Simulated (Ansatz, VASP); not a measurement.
ZnPb2N2: VASP beside Ansatz

```
Zn Pb N
1.0
     3.67365    0.00000    0.00000
    -1.83682    3.18147    0.00000
     0.00000    0.00000    9.26716
Zn Pb N
1 2 2
Direct
  0.00000 0.00000 0.50000
  0.66667 0.33333 0.18693
  0.33333 0.66667 0.81307
  0.00000 0.00000 0.69832
  0.00000 0.00000 0.30168
```

Alike in both runs: task single point; functional PBE; dispersion D3(BJ); k mesh 9 × 9 × 4; occupations gaussian, width 0.05 eV; no spin polarisation.

|  | VASP | Ansatz |
| --- | --- | --- |
| version | VASP 6.6.1 | Ansatz 0.2.0 |
| potentials or method | VASP PAW PBE potentials, release 64 (Zn, Pb_d, N), cutoff 520 eV | scalar-relativistic, plane waves, PAW |
| valence electrons in the cell | 50 | 50 |

```csv
,VASP,Ansatz,Ansatz less VASP
gap on the k mesh at the Fermi level (eV),0.71,0.72,+0.015
least direct gap on the mesh (eV),1.37,1.38,+0.008
pressure (GPa),-2.0,-2.2,-0.19
"traceless stress, the component that is largest in VASP (GPa)",-0.05,-0.48,-0.430
rms of the force components (eV/Å),0.014,0.049,+0.0349
```

Atom by atom the forces differ by 0.037 eV/Å (rms over components).

Neither program's run includes spin-orbit coupling.
